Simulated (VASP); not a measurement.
# InSb (P4/mmm) in VASP: single point with PBEsol

Aim: the single point of InSb with PBEsol.

Program: VASP 6.6.1. These are calculated values, not measurements. Logs are shortened: lines on timing, memory, paths and dates and some standing lists are left out, and cuts for length are marked.

## 1. The cell of the first run

It takes space group P4/mmm (No. 123, tetragonal). The conventional cell has a = 3.036 Å, b = 3.036 Å, c = 6.096 Å, α = 90.00°, β = 90.00°, γ = 90.00°. Within 4.0 Å of In (site symmetry 4/mmm) lie 4 In at 3.04 Å and 2 Sb at 3.05 Å. Within 4.0 Å of Sb (site symmetry 4/mmm) lie 4 Sb at 3.04 Å and 2 In at 3.05 Å.

## 2. Single point, PBEsol

The input, INCAR:

```
SYSTEM = InSb
PREC     = Accurate       ! precision mode
ENCUT    = 500            ! plane-wave cutoff, eV
EDIFF    = 1E-6           ! SCF threshold, eV
ISMEAR   = 0              ! smearing method
SIGMA    = 0.15           ! smearing width, eV
LREAL    = .False.        ! projectors in reciprocal space
LASPH    = .True.         ! aspherical terms in the spheres
NELM     = 120            ! most SCF steps
ALGO     = Normal         ! electronic algorithm
ISIF     = 2              ! what is computed and relaxed
LWAVE    = .False.        ! write WAVECAR
LCHARG   = .False.        ! write CHGCAR
GGA      = PS             ! functional
NBANDS   = 16             ! bands
GGA_COMPAT= .False.
```

The input, KPOINTS:

```
Automatic mesh
0
Gamma
  16 16 8
  0 0 0
```

The input, POSCAR:

```
InSb
1.0
    3.0361886953      0.0000000000      0.0000000000
    0.0000000000      3.0361886953      0.0000000000
    0.0000000000      0.0000000000      6.0963559048
In Sb
1 1
Direct
    0.0000000000      0.0000000000      0.0000000000
    0.0000000000      0.0000000000      0.5000000000
```

Potentials or basis: VASP PAW PBE potentials, release 64 (In_d, Sb).

The run is started by

```bash
cat potpaw_PBE.64/In_d/POTCAR potpaw_PBE.64/Sb/POTCAR > POTCAR
mpirun -np 1 vasp_std > vasp.out
```

OUTCAR:

```text
SYSTEM = InSb
   PREC = Accurate
   ENCUT = 500
   EDIFF = 1E-6
   ISMEAR = 0
   LREAL = .False.
   LASPH = .True.
   NELM = 120
   ISIF = 2
   GGA = PS

 ion  position               nearest neighbor table
   1  0.000  0.000  0.000-   2 3.05   2 3.05
   2  0.000  0.000  0.500-   1 3.05   1 3.05

  LATTYP: Found a simple tetragonal cell.
 ALAT       =     3.0361886953
 C/A-ratio  =     2.0078975705

  Lattice vectors:

 A1 = (   3.0361886953,   0.0000000000,   0.0000000000)
 A2 = (   0.0000000000,   3.0361886953,   0.0000000000)
 A3 = (   0.0000000000,   0.0000000000,   6.0963559048)

Analysis of symmetry for initial positions (statically):
=====================================================================
 Subroutine PRICEL returns:
 Original cell was already a primitive cell.

 Routine SETGRP: Setting up the symmetry group for a
 simple tetragonal supercell.

 Subroutine GETGRP returns: Found 16 space group operations
 (whereof 16 operations were pure point group operations)
 out of a pool of 16 trial point group operations.

The static configuration has the point symmetry D_4h.

Analysis of symmetry for dynamics (positions and initial velocities):
=====================================================================
 Subroutine PRICEL returns:
 Original cell was already a primitive cell.

 Routine SETGRP: Setting up the symmetry group for a
 simple tetragonal supercell.

 Subroutine GETGRP returns: Found 16 space group operations
 (whereof 16 operations were pure point group operations)
 out of a pool of 16 trial point group operations.

The dynamic configuration has the point symmetry D_4h.

 Subroutine INISYM returns: Found 16 space group operations
 (whereof 16 operations are pure point group operations),
 and found     1 'primitive' translations

----------------------------------------------------------------------------------------

                                     Primitive cell

  volume of cell :      56.1989

  direct lattice vectors                    reciprocal lattice vectors
     3.036188695  0.000000000  0.000000000     0.329360294  0.000000000  0.000000000
     0.000000000  3.036188695  0.000000000     0.000000000  0.329360294  0.000000000
     0.000000000  0.000000000  6.096355905     0.000000000  0.000000000  0.164032418

  length of vectors
     3.036188695  3.036188695  6.096355905     0.329360294  0.329360294  0.164032418

  position of ions in fractional coordinates (direct lattice)
     0.000000000  0.000000000  0.000000000
     0.000000000  0.000000000  0.500000000

  ion indices of the primitive-cell ions
   primitive index   ion index
                 1           1
                 2           2

----------------------------------------------------------------------------------------

 KPOINTS: Automatic mesh

Automatic generation of k-mesh.
 Grid dimensions read from file:
 generate k-points for:   16   16    8

 Generating k-lattice:

  Cartesian coordinates                     Fractional coordinates (reciprocal lattice)
     0.020585018  0.000000000  0.000000000     0.062500000  0.000000000  0.000000000
     0.000000000  0.020585018  0.000000000     0.000000000  0.062500000  0.000000000
     0.000000000  0.000000000  0.020504052     0.000000000  0.000000000  0.125000000

  Length of vectors
     0.020585018  0.020585018  0.020504052

  Shift w.r.t. Gamma in fractional coordinates (k-lattice)
     0.000000000  0.000000000  0.000000000

 Subroutine IBZKPT returns following result:
 ===========================================

 Found    225 irreducible k-points:

 Following reciprocal coordinates:
            Coordinates               Weight
  0.000000  0.000000  0.000000      1.000000
  0.062500  0.000000  0.000000      4.000000
  0.125000  0.000000  0.000000      4.000000
  0.187500  0.000000  0.000000      4.000000
  0.250000  0.000000  0.000000      4.000000
  0.312500  0.000000  0.000000      4.000000
[... 16 lines left out ...]
  0.437500  0.125000  0.000000      8.000000
  0.500000  0.125000  0.000000      4.000000
 [... further k-points ...]
   k-points           NKPTS =    225   k-points in BZ     NKDIM =    225   number of bands    NBANDS=     16
   number of dos      NEDOS =    301   number of ions     NIONS =      2
   total plane-waves  NPLWV =  27648
   dimension x,y,z NGX =    24 NGY =   24 NGZ =   48
   dimension x,y,z NGXF=    48 NGYF=   48 NGZF=   96
   ions per type =               1   1
   NGX,Y,Z   is equivalent  to a cutoff of  13.14, 13.14, 13.09 a.u.
   NGXF,Y,Z  is equivalent  to a cutoff of  26.28, 26.28, 26.18 a.u.
 SYSTEM =  InSb
   PREC   = accura    normal or accurate (medium, high low for compatibility)
   ISTART =      0    job   : 0-new  1-cont  2-samecut
   ICHARG =      2    charge: 1-file 2-atom 10-const
   ISPIN  =      1    spin polarized calculation?
   LNONCOLLINEAR =      F non collinear calculations
   LSORBIT =      F    spin-orbit coupling
   LASPH  =      T    aspherical Exc in radial PAW
   ENCUT  =  500.0 eV  36.75 Ry    6.06 a.u.   5.54  5.54 11.12*2*pi/ulx,y,z
   NELM   =    120;   NELMIN=  2; NELMDL= -5     # of ELM steps
   EDIFF  = 0.1E-05   stopping-criterion for ELM
   LREAL  =      F    real-space projection
   EDIFFG = 0.1E-04   stopping-criterion for IOM
   NSW    =      0    number of steps for IOM
   IBRION =     -1    ionic relax: 0-MD 1-quasi-New 2-CG
   NFREE  =      0    steps in history (QN), initial steepest desc. (CG)
   ISIF   =      2    stress and relaxation
   ISYM   =      2    0-nonsym 1-usesym 2-fastsym
   POTIM  = 0.5000    time-step for ionic-motion
   TEBEG  =    0.0;   TEEND  =   0.0 temperature during run
   PSTRESS=    0.0 pullay stress
   NELECT =      18.0000    total number of electrons
   NUPDOWN=      -1.0000    fix difference up-down
   EMIN   =  10.00;   EMAX   =-10.00  energy-range for DOS
   EFERMI =   0.00;   METHOD = LEGACY
   ISMEAR =     0;   SIGMA  =   0.15  broadening in eV -4-tet -1-fermi 0-gaus
   EFERMI_NEDOS =   21; number of points for ismear=-14 and -15
   IALGO  =     38    algorithm
   IMIX   =      4    mixing-type and parameters
     AMIX     =   0.40;   BMIX     =  1.00
     AMIX_MAG =   1.60;   BMIX_MAG =  1.00
  volume/ion in A,a.u.               =      28.10       189.62
  Fermi-wavevector in a.u.,A,eV,Ry     =   1.120099  2.116680 17.070164  1.254622
  Thomas-Fermi vector in A             =   2.256743
   LORBIT       =      0    0 simple, 1 ext, 2 COOP (PROOUT), +10 PAW based schemes
   GGA     = PS    functional components
   LHFCALC =     F    Hartree Fock is set to
   AEXX    =    0.0000 exact exchange contribution
   IVDW    =     0    specifies the selected vdW correction
   LEPSILON=     F    determine dielectric tensor
   LRPA    =     F    only Hartree local field effects (RPA)
 non-spin polarized calculation
 Gauss-broadening in eV      SIGMA  =   0.15
  energy-cutoff  :      500.00
  volume of cell :       56.20
 maximum number of plane-waves:      1453
 NGX is ok and might be reduce to    24
   NGX = 11   NGY = 11   NGZ = 23

 number of electron      18.0000002 magnetization

 Free energy of the ion-electron system (eV)
  ---------------------------------------------------
  ext. energy  EPLUGINS =         0.00000000
  ---------------------------------------------------
  free energy    TOTEN  =        -7.45290713 eV

  energy without entropy =       -7.44299991  energy(sigma->0) =       -7.44795352

 E-fermi :   7.0343     XC(G=0): -10.0008

 val. band max:        7.0233213419   @ k =   0.3125   0.0625   0.5000
 cond. band min:       7.0401106463   @ k =   0.4375   0.2500   0.0000
 fundamental gap:      0.0167893043
 Fermi energy:         7.0342878341

 k-point     1 :       0.0000    0.0000    0.0000
  band No.  band energies     occupation
      1      -7.8963      2.00000
      2      -7.6745      2.00000
      3      -7.2592      2.00000
      4      -7.2592      2.00000
      5      -7.1570      2.00000
      6      -4.8173      2.00000
[... 8 lines left out ...]
     15      16.1720      0.00000
     16      16.8241      0.00000

 k-point     2 :       0.0625    0.0000    0.0000
  band No.  band energies     occupation
      1      -7.8812      2.00000
      2      -7.6653      2.00000
      3      -7.2699      2.00000
      4      -7.2583      2.00000
      5      -7.1649      2.00000
      6      -4.7554      2.00000
[... 8 lines left out ...]
     15      16.2540      0.00000
     16      17.1613      0.00000

 k-point     3 :       0.1250    0.0000    0.0000
  band No.  band energies     occupation
      1      -7.8430      2.00000
      2      -7.6345      2.00000
      3      -7.3002      2.00000
      4      -7.2558      2.00000
      5      -7.1872      2.00000
      6      -4.5704      2.00000
[... 8 lines left out ...]
     15      16.3810      0.00000
     16      16.4964      0.00000

 k-point     4 :       0.1875    0.0000    0.0000
  band No.  band energies     occupation
      1      -7.7993      2.00000
      2      -7.5753      2.00000
      3      -7.3450      2.00000
      4      -7.2521      2.00000
      5      -7.2203      2.00000
      6      -4.2645      2.00000
[... 8 lines left out ...]
     15      16.6906      0.00000
     16      16.8881      0.00000

 k-point     5 :       0.2500    0.0000    0.0000
  band No.  band energies     occupation
      1      -7.7645      2.00000
      2      -7.4891      2.00000
      3      -7.3969      2.00000
      4      -7.2591      2.00000
      5      -7.2477      2.00000
      6      -3.8444      2.00000
[... 8 lines left out ...]
     15      17.0303      0.00000
     16      17.4089      0.00000

 k-point     6 :       0.3125    0.0000    0.0000
  band No.  band energies     occupation
      1      -7.7403      2.00000
      2      -7.4479      2.00000
      3      -7.3928      2.00000
      4      -7.2976      2.00000
      5      -7.2433      2.00000
      6      -3.3262      2.00000
[... 8 lines left out ...]
     15      17.4392      0.00000
     16      18.0240      0.00000
[... 267 lines left out ...]
 k-point    21 :       0.3125    0.1250    0.0000
  band No.  band energies     occupation
      1      -7.6517      2.00000
      2      -7.4425      2.00000
      3      -7.3845      2.00000
      4      -7.3386      2.00000
      5      -7.2817      2.00000
      6      -3.0814      2.00000
[... 8 lines left out ...]
     15      17.2875      0.00000
     16      17.5287      0.00000

 k-point    22 :       0.3750    0.1250    0.0000
  band No.  band energies     occupation
      1      -7.6367      2.00000
      2      -7.4845      2.00000
      3      -7.3756      2.00000
      4      -7.2943      2.00000
      5      -7.2775      2.00000
      6      -2.5062      2.00000
[... 8 lines left out ...]
     15      16.8075      0.00000
     16      18.0401      0.00000

 k-point    23 :       0.4375    0.1250    0.0000
  band No.  band energies     occupation
      1      -7.6279      2.00000
      2      -7.5122      2.00000
      3      -7.3986      2.00000
      4      -7.2747      2.00000
      5      -7.2345      2.00000
      6      -1.9801      2.00000
[... 8 lines left out ...]
     15      16.8248      0.00000
     16      18.5612      0.00000

 k-point    24 :       0.5000    0.1250    0.0000
  band No.  band energies     occupation
      1      -7.6250      2.00000
      2      -7.5219      2.00000
      3      -7.4067      2.00000
      4      -7.2737      2.00000
      5      -7.2133      2.00000
      6      -1.7414      2.00000
[... 8 lines left out ...]
     15      17.1333      0.00000
     16      18.7809      0.00000

 [... further k-points ...]

------------------------ aborting loop because EDIFF is reached ----------------------------------------

  FORCE on cell =-STRESS in cart. coord.  units (eV):
  Direction    XX          YY          ZZ          XY          YZ          ZX
  --------------------------------------------------------------------------------------
  -------------------------------------------------------------------------------------
  Total       -0.0192428     -0.0192428      0.0514073      0.0000000     -0.0000000      0.0000000
  in kB       -0.5485933     -0.5485933      1.4655730      0.0000000     -0.0000000      0.0000000
  external PRESSURE =       0.1227955 kB  Pullay stress =       0.0000000 kB

 VOLUME and BASIS-vectors are now :
 -----------------------------------------------------------------------------
  energy-cutoff  :      500.00
  volume of cell :       56.20
      direct lattice vectors                 reciprocal lattice vectors
     3.036188695  0.000000000  0.000000000     0.329360294  0.000000000  0.000000000
     0.000000000  3.036188695  0.000000000     0.000000000  0.329360294  0.000000000
     0.000000000  0.000000000  6.096355905     0.000000000  0.000000000  0.164032418

 POSITION                                       TOTAL-FORCE (eV/Angst)
 -----------------------------------------------------------------------------------
      0.00000      0.00000      0.00000         0.000000      0.000000      0.000000
      0.00000      0.00000      3.04818         0.000000      0.000000      0.000000
 -----------------------------------------------------------------------------------
    total drift:                                0.000000      0.000000     -0.000000

  FREE ENERGIE OF THE ION-ELECTRON SYSTEM (eV)
  ---------------------------------------------------
  free  energy   TOTEN  =        -7.4529071287 eV

  energy  without entropy=       -7.4429999110  energy(sigma->0) =       -7.44795352
```

It took 2.9 min on 1 thread of AMD EPYC 7R43 (Zen 3), shared host; peak memory 0.29 GiB.

Results:

| Item | Value |
| --- | --- |
| Free energy | -7.4529 eV |
| Pressure | 0.0 GPa |
| Band gap on the k mesh | zero (bands 9 and 10 overlap by 6.05 eV) |

Stress tensor (GPa, compression positive):
```
-0.05  0.00  0.00
 0.00 -0.05  0.00
 0.00  0.00  0.15
```

Caveat: the PAW data sets were made with another functional, which shifts forces and pressure a little; spin-orbit coupling is left out, which moves the levels of the heavy elements.
